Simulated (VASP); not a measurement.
# Mo (Fd-3m) in VASP: further runs

The runs below take Mo through single point, relaxation of cell and atoms, with PBE+D3(BJ).

All numbers are computed with VASP 6.6.1; they aren't measurements. Logs are shortened: lines on timing, memory, paths and dates and some standing lists are left out, and cuts for length are marked.

## Step 1: The cell of the first run

The structure is cubic, space group Fd-3m (No. 227). The conventional cell has a = 5.364 Å, b = 5.364 Å, c = 5.364 Å, α = 90.00°, β = 90.00°, γ = 90.00°. Within 3.1 Å of Mo (site symmetry -43m) lie 4 Mo at 2.32 Å.

This isn't the form of Mo at room conditions, which is bcc.

## Step 2: Single point, PBE+D3(BJ)

The input, INCAR:

```
SYSTEM = Mo
PREC = Accurate
ENCUT = 500
EDIFF = 1E-6
ISMEAR = 0
SIGMA = 0.1
LREAL = .FALSE.
LASPH = .TRUE.
NELM = 120
ALGO = Normal
ISIF = 2
LWAVE = .FALSE.
LCHARG = .FALSE.
GGA = PE
IVDW = 12
NBANDS = 21
GGA_COMPAT = .FALSE.
```

The input, KPOINTS:

```
Automatic mesh
0
G
  8 8 8
  0 0 0
```

The input, POSCAR:

```
Mo
1.0
    0.0000000000      2.6818965996      2.6818965996
    2.6818965996      0.0000000000      2.6818965996
    2.6818965996      2.6818965996      0.0000000000
Mo
2
Direct
    1.0000000000      1.0000000000      1.0000000000
    0.2500000000      0.2500000000      0.2500000000
```

Potentials or basis: VASP PAW PBE potentials, release 64 (Mo_sv).

The run is started by

```sh
> cat potpaw_PBE.64/Mo_sv/POTCAR > POTCAR
> mpirun -np 1 vasp_std > vasp.out
```

OUTCAR:

```text
SYSTEM = Mo
   PREC = Accurate
   ENCUT = 500
   EDIFF = 1E-6
   ISMEAR = 0
   LREAL = .FALSE.
   LASPH = .TRUE.
   NELM = 120
   ISIF = 2
   GGA = PE
   IVDW = 12
 IVDW          = 12

 ion  position               nearest neighbor table
   1  0.000  0.000  0.000-   2 2.32   2 2.32   2 2.32   2 2.32
   2  0.250  0.250  0.250-   1 2.32   1 2.32   1 2.32   1 2.32

  LATTYP: Found a face centered cubic cell.
 ALAT       =     5.3637931992

  Lattice vectors:

 A1 = (   0.0000000000,   2.6818965996,   2.6818965996)
 A2 = (   2.6818965996,   0.0000000000,   2.6818965996)
 A3 = (   2.6818965996,   2.6818965996,   0.0000000000)

Analysis of symmetry for initial positions (statically):
=====================================================================
 Subroutine PRICEL returns:
 Original cell was already a primitive cell.

 Routine SETGRP: Setting up the symmetry group for a
 face centered cubic supercell.

 Subroutine GETGRP returns: Found 48 space group operations
 (whereof 24 operations were pure point group operations)
 out of a pool of 48 trial point group operations.

The static configuration has the point symmetry T_d .
 The point group associated with its full space group is O_h .

Analysis of symmetry for dynamics (positions and initial velocities):
=====================================================================
 Subroutine PRICEL returns:
 Original cell was already a primitive cell.

 Routine SETGRP: Setting up the symmetry group for a
 face centered cubic supercell.

 Subroutine GETGRP returns: Found 48 space group operations
 (whereof 24 operations were pure point group operations)
 out of a pool of 48 trial point group operations.

The dynamic configuration has the point symmetry T_d .
 The point group associated with its full space group is O_h .

 Subroutine INISYM returns: Found 48 space group operations
 (whereof 24 operations are pure point group operations),
 and found     1 'primitive' translations

----------------------------------------------------------------------------------------

                                     Primitive cell

  volume of cell :      38.5795

  direct lattice vectors                    reciprocal lattice vectors
     0.000000000  2.681896600  2.681896600    -0.186435227  0.186435227  0.186435227
     2.681896600  0.000000000  2.681896600     0.186435227 -0.186435227  0.186435227
     2.681896600  2.681896600  0.000000000     0.186435227  0.186435227 -0.186435227

  length of vectors
     3.792774544  3.792774544  3.792774544     0.322915285  0.322915285  0.322915285

  position of ions in fractional coordinates (direct lattice)
     0.000000000  0.000000000  0.000000000
     0.250000000  0.250000000  0.250000000

  ion indices of the primitive-cell ions
   primitive index   ion index
                 1           1
                 2           2

----------------------------------------------------------------------------------------

 KPOINTS: Automatic mesh

Automatic generation of k-mesh.
 Grid dimensions read from file:
 generate k-points for:    8    8    8

 Generating k-lattice:

  Cartesian coordinates                     Fractional coordinates (reciprocal lattice)
    -0.023304403  0.023304403  0.023304403     0.125000000  0.000000000  0.000000000
     0.023304403 -0.023304403  0.023304403     0.000000000  0.125000000  0.000000000
     0.023304403  0.023304403 -0.023304403     0.000000000  0.000000000  0.125000000

  Length of vectors
     0.040364411  0.040364411  0.040364411

  Shift w.r.t. Gamma in fractional coordinates (k-lattice)
     0.000000000  0.000000000  0.000000000

 Subroutine IBZKPT returns following result:
 ===========================================

 Found     29 irreducible k-points:

 Following reciprocal coordinates:
            Coordinates               Weight
  0.000000  0.000000  0.000000      1.000000
  0.125000  0.000000  0.000000      8.000000
  0.250000  0.000000  0.000000      8.000000
  0.375000  0.000000  0.000000      8.000000
  0.500000  0.000000  0.000000      4.000000
  0.125000  0.125000  0.000000      6.000000
[... 16 lines left out ...]
  0.500000  0.250000  0.125000     48.000000
 -0.375000  0.250000  0.125000     24.000000
 [... further k-points ...]
   k-points           NKPTS =     29   k-points in BZ     NKDIM =     29   number of bands    NBANDS=     21
   number of dos      NEDOS =    301   number of ions     NIONS =      2
   total plane-waves  NPLWV =  21952
   dimension x,y,z NGX =    28 NGY =   28 NGZ =   28
   dimension x,y,z NGXF=    56 NGYF=   56 NGZF=   56
   ions per type =               2
   NGX,Y,Z   is equivalent  to a cutoff of  12.27, 12.27, 12.27 a.u.
   NGXF,Y,Z  is equivalent  to a cutoff of  24.55, 24.55, 24.55 a.u.
 SYSTEM =  Mo
   PREC   = accura    normal or accurate (medium, high low for compatibility)
   ISTART =      0    job   : 0-new  1-cont  2-samecut
   ICHARG =      2    charge: 1-file 2-atom 10-const
   ISPIN  =      1    spin polarized calculation?
   LNONCOLLINEAR =      F non collinear calculations
   LSORBIT =      F    spin-orbit coupling
   LASPH  =      T    aspherical Exc in radial PAW
   ENCUT  =  500.0 eV  36.75 Ry    6.06 a.u.   6.92  6.92  6.92*2*pi/ulx,y,z
   NELM   =    120;   NELMIN=  2; NELMDL= -5     # of ELM steps
   EDIFF  = 0.1E-05   stopping-criterion for ELM
   LREAL  =      F    real-space projection
   EDIFFG = 0.1E-04   stopping-criterion for IOM
   NSW    =      0    number of steps for IOM
   IBRION =     -1    ionic relax: 0-MD 1-quasi-New 2-CG
   NFREE  =      0    steps in history (QN), initial steepest desc. (CG)
   ISIF   =      2    stress and relaxation
   ISYM   =      2    0-nonsym 1-usesym 2-fastsym
   POTIM  = 0.5000    time-step for ionic-motion
   TEBEG  =    0.0;   TEEND  =   0.0 temperature during run
   PSTRESS=    0.0 pullay stress
   NELECT =      28.0000    total number of electrons
   NUPDOWN=      -1.0000    fix difference up-down
   EMIN   =  10.00;   EMAX   =-10.00  energy-range for DOS
   EFERMI =   0.00;   METHOD = LEGACY
   ISMEAR =     0;   SIGMA  =   0.10  broadening in eV -4-tet -1-fermi 0-gaus
   EFERMI_NEDOS =   21; number of points for ismear=-14 and -15
   IALGO  =     38    algorithm
   IMIX   =      4    mixing-type and parameters
     AMIX     =   0.40;   BMIX     =  1.00
     AMIX_MAG =   1.60;   BMIX_MAG =  1.00
  volume/ion in A,a.u.               =      19.29       130.17
  Fermi-wavevector in a.u.,A,eV,Ry     =   1.471213  2.780189 29.449361  2.164467
  Thomas-Fermi vector in A             =   2.586376
   LORBIT       =      0    0 simple, 1 ext, 2 COOP (PROOUT), +10 PAW based schemes
   GGA     = PE    functional components
   LHFCALC =     F    Hartree Fock is set to
   AEXX    =    0.0000 exact exchange contribution
   IVDW    =    12    specifies the selected vdW correction
   LEPSILON=     F    determine dielectric tensor
   LRPA    =     F    only Hartree local field effects (RPA)
 non-spin polarized calculation
 Gauss-broadening in eV      SIGMA  =   0.10
  energy-cutoff  :      500.00
  volume of cell :       38.58
 maximum number of plane-waves:       995
   NGX = 13   NGY = 13   NGZ = 13

 number of electron      27.9999997 magnetization

 Free energy of the ion-electron system (eV)
  ---------------------------------------------------
  ext. energy  EPLUGINS =         0.00000000
  ---------------------------------------------------
  free energy    TOTEN  =       -16.85033691 eV

  energy without entropy =      -16.83839639  energy(sigma->0) =      -16.84436665

 E-fermi :   9.0414     XC(G=0): -11.7448

 val. band max:        9.0383562999   @ k =   0.2500   0.1250   0.0000
 cond. band min:       9.0492983954   @ k =   0.3750   0.0000   0.0000
 fundamental gap:      0.0109420956
 Fermi energy:         9.0414260770

 k-point     1 :       0.0000    0.0000    0.0000
  band No.  band energies     occupation
      1     -51.6724      2.00000
      2     -50.4528      2.00000
      3     -26.1927      2.00000
      4     -26.1927      2.00000
      5     -26.1927      2.00000
      6     -24.4985      2.00000
[... 13 lines left out ...]
     20      20.9165      0.00000
     21      21.7603      0.00000

 k-point     2 :       0.1250    0.0000    0.0000
  band No.  band energies     occupation
      1     -51.6398      2.00000
      2     -50.4894      2.00000
      3     -26.2268      2.00000
      4     -26.2268      2.00000
      5     -26.1928      2.00000
      6     -24.4934      2.00000
[... 13 lines left out ...]
     20      19.9390      0.00000
     21      21.9288      0.00000

 k-point     3 :       0.2500    0.0000    0.0000
  band No.  band energies     occupation
      1     -51.5509      2.00000
      2     -50.5876      2.00000
      3     -26.3034      2.00000
      4     -26.3034      2.00000
      5     -26.1960      2.00000
      6     -24.4770      2.00000
[... 13 lines left out ...]
     20      19.1038      0.00000
     21      19.8788      0.00000

 k-point     4 :       0.3750    0.0000    0.0000
  band No.  band energies     occupation
      1     -51.4391      2.00000
      2     -50.7088      2.00000
      3     -26.3735      2.00000
      4     -26.3735      2.00000
      5     -26.2034      2.00000
      6     -24.4550      2.00000
[... 13 lines left out ...]
     20      16.1475      0.00000
     21      19.5076      0.00000

 k-point     5 :       0.5000    0.0000    0.0000
  band No.  band energies     occupation
      1     -51.3800      2.00000
      2     -50.7718      2.00000
      3     -26.4010      2.00000
      4     -26.4010      2.00000
      5     -26.2076      2.00000
      6     -24.4444      2.00000
[... 13 lines left out ...]
     20      14.5299      0.00000
     21      19.5047      0.00000
[... 382 lines left out ...]
     20      14.7969      0.00000
     21      15.1478      0.00000

 k-point    22 :       0.3750    0.2500    0.1250
  band No.  band energies     occupation
      1     -51.4706      2.00000
      2     -50.6749      2.00000
      3     -26.4786      2.00000
      4     -26.3931      2.00000
      5     -25.9693      2.00000
      6     -24.7048      2.00000
[... 13 lines left out ...]
     20      18.9084      0.00000
     21      18.9972      0.00000

 k-point    23 :       0.5000    0.2500    0.1250
  band No.  band energies     occupation
      1     -51.3576      2.00000
      2     -50.7954      2.00000
      3     -26.5726      2.00000
      4     -26.4545      2.00000
      5     -25.8706      2.00000
      6     -24.7848      2.00000
[... 13 lines left out ...]
     20      16.0845      0.00000
     21      18.3098      0.00000

 k-point    24 :      -0.3750    0.2500    0.1250
  band No.  band energies     occupation
      1     -51.2931      2.00000
      2     -50.8630      2.00000
      3     -26.6060      2.00000
      4     -26.4829      2.00000
      5     -25.8268      2.00000
      6     -24.8196      2.00000
[... 13 lines left out ...]
     20      14.4957      0.00000
     21      18.2876      0.00000

 [... further k-points ...]

------------------------ aborting loop because EDIFF is reached ----------------------------------------

 Edisp (eV)   -1.74412

 E8    (eV) :    -0.8296

  FORCE on cell =-STRESS in cart. coord.  units (eV):
  Direction    XX          YY          ZZ          XY          YZ          ZX
  --------------------------------------------------------------------------------------
  -------------------------------------------------------------------------------------
  Total       5.07713     5.07713     5.07713     0.00000     0.00000    -0.00000
  in kB     210.84966   210.84966   210.84966     0.00000     0.00000    -0.00000
  external pressure =      210.85 kB  Pullay stress =        0.00 kB

 VOLUME and BASIS-vectors are now :
 -----------------------------------------------------------------------------
  energy-cutoff  :      500.00
  volume of cell :       38.58
      direct lattice vectors                 reciprocal lattice vectors
     0.000000000  2.681896600  2.681896600    -0.186435227  0.186435227  0.186435227
     2.681896600  0.000000000  2.681896600     0.186435227 -0.186435227  0.186435227
     2.681896600  2.681896600  0.000000000     0.186435227  0.186435227 -0.186435227

 POSITION                                       TOTAL-FORCE (eV/Angst)
 -----------------------------------------------------------------------------------
      0.00000      0.00000      0.00000        -0.000000      0.000000     -0.000000
      1.34095      1.34095      1.34095         0.000000     -0.000000      0.000000
 -----------------------------------------------------------------------------------
    total drift:                                0.000000      0.000000      0.000000

  FREE ENERGIE OF THE ION-ELECTRON SYSTEM (eV)
  ---------------------------------------------------
  free  energy   TOTEN  =       -18.5944544427 eV

  energy  without entropy=      -18.5825139192  energy(sigma->0) =      -18.58848418
```

Run time: 9.6 s. Hardware: 1 thread of Intel Xeon 6975P-C (Granite Rapids), shared host; peak memory 0.16 GiB.

What came out:

```yaml
Free_energy: -18.5945 eV
Pressure: 21.1 GPa
Band_gap_on_the_k_mesh: zero (bands 14 and 15 overlap by 0.49 eV)
Dispersion_energy_per_atom: -0.872 eV
```

Caveat: the cell stands under pressure.

(Continued in part 2 of 2.)
